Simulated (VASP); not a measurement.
# Ti2Cl3 (R-3c) in VASP: single point with PBE

Aim: the single point of Ti2Cl3 with PBE.

All numbers are computed with VASP 6.6.1; they aren't measurements. Logs are shortened: lines on timing, memory, paths and dates and some standing lists are left out, and cuts for length are marked.

## (1) The cell of the first run

Symmetry: R-3c, No. 167, trigonal system. Conventional cell: a = 5.707 Å, b = 5.707 Å, c = 19.148 Å, α = 90.00°, β = 90.00°, γ = 120.00°. Ti (site symmetry 3) has 6 Cl at 2.49 to 2.50 Å and 4 Ti at 3.10 to 3.30 Å within 3.3 Å. Within 3.4 Å of Cl (site symmetry 2) lie 4 Ti at 2.49 to 2.50 Å and 6 Cl at 3.26 to 3.37 Å.

## (2) Single point, PBE, collinear spin

Contents of INCAR:

```
SYSTEM = Ti2Cl3
PREC = Accurate
ENCUT = 520
EDIFF = 1E-7
ISMEAR = 0
SIGMA = 0.1
LREAL = .False.
LASPH = .True.
NELM = 150
ALGO = Normal
ISIF = 2
LWAVE = .False.
LCHARG = .True.
ISPIN = 2
MAGMOM = 1.95 1.95 1.95 1.95 0 0 0 0 0 0
LORBIT = 11
LMAXMIX = 4
GGA = PE
LELF = .True.
LVHAR = .True.
NBANDS = 60
```

Contents of KPOINTS:

```
regular mesh
0
Gamma
  3 3 3
  0 0 0
```

Contents of POSCAR:

```
Ti2Cl3
1.0
    2.8535873342      1.6475194155      6.3825834800
   -2.8535873342      1.6475194155      6.3825834800
    0.0000000000     -3.2950388311      6.3825834800
Ti Cl
4 6
Direct
    0.8309459169      0.8309459169      0.8309459169
    0.6690540831      0.6690540831      0.6690540831
    0.1690540831      0.1690540831      0.1690540831
    0.3309459169      0.3309459169      0.3309459169
    0.0904330172      0.4095669828      0.7500000000
    0.7500000000      0.0904330172      0.4095669828
    0.4095669828      0.7500000000      0.0904330172
    0.9095669828      0.5904330172      0.2500000000
    0.2500000000      0.9095669828      0.5904330172
    0.5904330172      0.2500000000      0.9095669828
```

Potentials or basis: VASP PAW PBE potentials, release 64 (Ti_sv, Cl).

The run is started by

```bash
> cat potpaw_PBE.64/Ti_sv/POTCAR potpaw_PBE.64/Cl/POTCAR > POTCAR
> mpirun -np 1 vasp_std > vasp.out
```

OUTCAR:

```text
SYSTEM = Ti2Cl3
   PREC = Accurate
   ENCUT = 520
   EDIFF = 1E-7
   ISMEAR = 0
   LREAL = .False.
   LASPH = .True.
   NELM = 150
   ISIF = 2
   ISPIN = 2
   LORBIT = 11
   GGA = PE

 ion  position               nearest neighbor table
   1  0.831  0.831  0.831-   7 2.49   6 2.49   5 2.49   9 2.50   8 2.50  10 2.50
   2  0.669  0.669  0.669-   6 2.49   7 2.49   5 2.49  10 2.50   8 2.50   9 2.50
   3  0.169  0.169  0.169-  10 2.49   9 2.49   8 2.49   6 2.50   5 2.50   7 2.50
   4  0.331  0.331  0.331-   9 2.49  10 2.49   8 2.49   7 2.50   5 2.50   6 2.50
   5  0.090  0.410  0.750-   1 2.49   2 2.49   3 2.50   4 2.50
   6  0.750  0.090  0.410-   2 2.49   1 2.49   3 2.50   4 2.50
   7  0.410  0.750  0.090-   1 2.49   2 2.49   4 2.50   3 2.50
   8  0.910  0.590  0.250-   3 2.49   4 2.49   1 2.50   2 2.50
   9  0.250  0.910  0.590-   4 2.49   3 2.49   1 2.50   2 2.50
  10  0.590  0.250  0.910-   3 2.49   4 2.49   2 2.50   1 2.50

  LATTYP: Found a trigonal (rhomboedric) cell.
 ALAT       =     7.1829417913
 COS(alpha) =     0.6843486588

  Lattice vectors:

 A1 = (   2.8535873342,   1.6475194155,   6.3825834800)
 A2 = (  -2.8535873342,   1.6475194155,   6.3825834800)
 A3 = (   0.0000000000,  -3.2950388311,   6.3825834800)

Analysis of symmetry for initial positions (statically):
=====================================================================
 Subroutine PRICEL returns:
 Original cell was already a primitive cell.

 Routine SETGRP: Setting up the symmetry group for a
 trigonal (rhombohedral) supercell.

 Subroutine GETGRP returns: Found 12 space group operations
 (whereof  6 operations were pure point group operations)
 out of a pool of 12 trial point group operations.

The static configuration has the point symmetry S_6 .
 The point group associated with its full space group is D_3d.

Analysis of symmetry for dynamics (positions and initial velocities):
=====================================================================
 Subroutine PRICEL returns:
 Original cell was already a primitive cell.

 Routine SETGRP: Setting up the symmetry group for a
 trigonal (rhombohedral) supercell.

 Subroutine GETGRP returns: Found 12 space group operations
 (whereof  6 operations were pure point group operations)
 out of a pool of 12 trial point group operations.

The dynamic configuration has the point symmetry S_6 .
 The point group associated with its full space group is D_3d.

Analysis of structural, dynamic, and magnetic symmetry:
[... 158 lines left out ...]
  energy without entropy =      -52.53085272  energy(sigma->0) =      -52.55399630

 E-fermi :   7.9252     XC(G=0): -10.4181

 val. band max:        7.8609567018   @ k =   0.3333   0.3333   0.3333
 cond. band min:       7.9277661928   @ k =   0.3333   0.0000   0.0000
 fundamental gap:      0.0668094910
 Fermi energy:         7.9252183026

 spin component 1

 k-point     1 :       0.0000    0.0000    0.0000
  band No.  band energies     occupation
      1     -49.4162      1.00000
      2     -49.4048      1.00000
      3     -49.4012      1.00000
      4     -49.3906      1.00000
      5     -25.8866      1.00000
      6     -25.8410      1.00000
[... 349 lines left out ...]
     56       9.7624      0.00000
     57       9.8296      0.00000
 Fermi energy:         7.9252183026

 spin component 2

 k-point     1 :       0.0000    0.0000    0.0000
  band No.  band energies     occupation
      1     -49.4158      1.00000
      2     -49.4044      1.00000
      3     -49.4008      1.00000
      4     -49.3902      1.00000
      5     -25.8863      1.00000
      6     -25.8406      1.00000
[... 349 lines left out ...]
     56       9.7626      0.00000
     57       9.8299      0.00000
 [bands above 57 left out]

------------------------ aborting loop because EDIFF is reached ----------------------------------------

  FORCE on cell =-STRESS in cart. coord.  units (eV):
  Direction    XX          YY          ZZ          XY          YZ          ZX
  --------------------------------------------------------------------------------------
  -------------------------------------------------------------------------------------
  Total        0.0738909      0.0738909      0.2653716      0.0000000     -0.0000000      0.0000000
  in kB        0.6575547      0.6575547      2.3615416      0.0000000     -0.0000000      0.0000000
  external PRESSURE =       1.2255503 kB  Pullay stress =       0.0000000 kB

 VOLUME and BASIS-vectors are now :
 -----------------------------------------------------------------------------
  energy-cutoff  :      520.00
  volume of cell :      180.04
      direct lattice vectors                 reciprocal lattice vectors
     2.853587334  1.647519415  6.382583480     0.175218047  0.101162187  0.052225456
    -2.853587334  1.647519415  6.382583480    -0.175218047  0.101162187  0.052225456
     0.000000000 -3.295038831  6.382583480     0.000000000 -0.202324373  0.052225456

 POSITION                                       TOTAL-FORCE (eV/Angst)
 -----------------------------------------------------------------------------------
      0.00000     -0.00000     15.91075        -0.000000      0.000000     -0.005553
      0.00000     -0.00000     12.81088        -0.000000     -0.000000      0.005553
      0.00000     -0.00000      3.23701        -0.000000     -0.000000      0.005553
      0.00000     -0.00000      6.33687        -0.000000      0.000000     -0.005553
     -0.91068     -1.64752      7.97823         0.012070     -0.000000      0.000000
      1.88213      0.03509      7.97823        -0.006035      0.010453      0.000000
     -0.97146      1.61243      7.97823        -0.006035     -0.010453      0.000000
      0.91068      1.64752     11.16952        -0.012070     -0.000000      0.000000
     -1.88213     -0.03509     11.16952         0.006035     -0.010453      0.000000
      0.97146     -1.61243     11.16952         0.006035      0.010453      0.000000
 -----------------------------------------------------------------------------------
    total drift:                               -0.000000      0.000000      0.000000

  FREE ENERGIE OF THE ION-ELECTRON SYSTEM (eV)
  ---------------------------------------------------
  free  energy   TOTEN  =       -52.5771398713 eV

  energy  without entropy=      -52.5308527220  energy(sigma->0) =      -52.55399630

 total charge

# of ion       s       p       d       tot
------------------------------------------
    1        2.116   6.075   2.077  10.268
    2        2.116   6.075   2.077  10.268
    3        2.116   6.075   2.077  10.268
    4        2.116   6.075   2.077  10.268
    5        1.590   3.546   0.000   5.137
    6        1.590   3.546   0.000   5.137
    7        1.590   3.546   0.000   5.137
    8        1.590   3.546   0.000   5.137
    9        1.590   3.546   0.000   5.137
   10        1.590   3.546   0.000   5.137
--------------------------------------------------
tot         18.008  45.577   8.306  71.891

 magnetization (x)

# of ion       s       p       d       tot
------------------------------------------
    1        0.000   0.000   0.000   0.000
    2        0.000   0.000   0.000   0.000
    3        0.000   0.000   0.000   0.000
    4        0.000   0.000   0.000   0.000
    5       -0.000   0.000   0.000  -0.000
    6       -0.000   0.000   0.000  -0.000
    7       -0.000   0.000   0.000  -0.000
    8       -0.000   0.000   0.000  -0.000
    9       -0.000   0.000   0.000  -0.000
   10       -0.000   0.000   0.000  -0.000
--------------------------------------------------
tot          0.000   0.000   0.002   0.002
```

OSZICAR:

```text
N       E                     dE             d eps       ncg     rms          rms(c)
DAV:   1     0.123249798125E+04    0.12325E+04   -0.42583E+04  1488   0.162E+03
DAV:   2     0.145704435653E+03   -0.10868E+04   -0.10425E+04  1456   0.492E+02
[... 15 lines left out ...]
DAV:  18    -0.525770189935E+02   -0.25599E-04   -0.11092E-04  1996   0.501E-02    0.308E-02
DAV:  19    -0.525771092719E+02   -0.90278E-04   -0.32235E-04  1860   0.678E-02    0.186E-02
DAV:  20    -0.525771375558E+02   -0.28284E-04   -0.30095E-04  2024   0.624E-02    0.128E-02
DAV:  21    -0.525771397522E+02   -0.21964E-05   -0.14983E-05  1892   0.199E-02    0.489E-03
DAV:  22    -0.525771399102E+02   -0.15808E-06   -0.22527E-06  1952   0.568E-03    0.240E-03
DAV:  23    -0.525771398713E+02    0.38888E-07   -0.75466E-07  1460   0.371E-03
   1 F= -.52577140E+02 E0= -.52553996E+02  d E =-.462871E-01  mag=     0.0006
```

It took 4.5 min on 1 thread of Intel Xeon Platinum 8488C (Sapphire Rapids), shared host; peak memory 0.54 GiB.

Results:

```yaml
Free_energy: -52.5771 eV
Pressure: 0.1 GPa
Largest_force: 0.012 eV/Å
Band_gap_on_the_k_mesh: zero (filled and empty bands overlap)
Net_moment: 0.00 μB per cell
Valence_electrons_inside_the_program's_atomic_spheres: Ti 10.27; Cl 5.14
```

Forces in eV/Å, atoms in the order of the input:
```
Ti   0.000  0.000 -0.006
Ti   0.000  0.000  0.006
Ti   0.000  0.000  0.006
Ti   0.000  0.000 -0.006
Cl   0.012  0.000  0.000
Cl  -0.006  0.010  0.000
Cl  -0.006 -0.010  0.000
Cl  -0.012  0.000  0.000
Cl   0.006 -0.010  0.000
Cl   0.006  0.010  0.000
```

Stress tensor (GPa, compression positive):
```
0.07 0.00 0.00
0.00 0.07 0.00
0.00 0.00 0.24
```

Caveat: the k points lie up to 0.44 Å⁻¹ apart; semilocal functionals often make such compounds metallic where correlation or magnetic order opens a gap, which also shifts bond lengths.
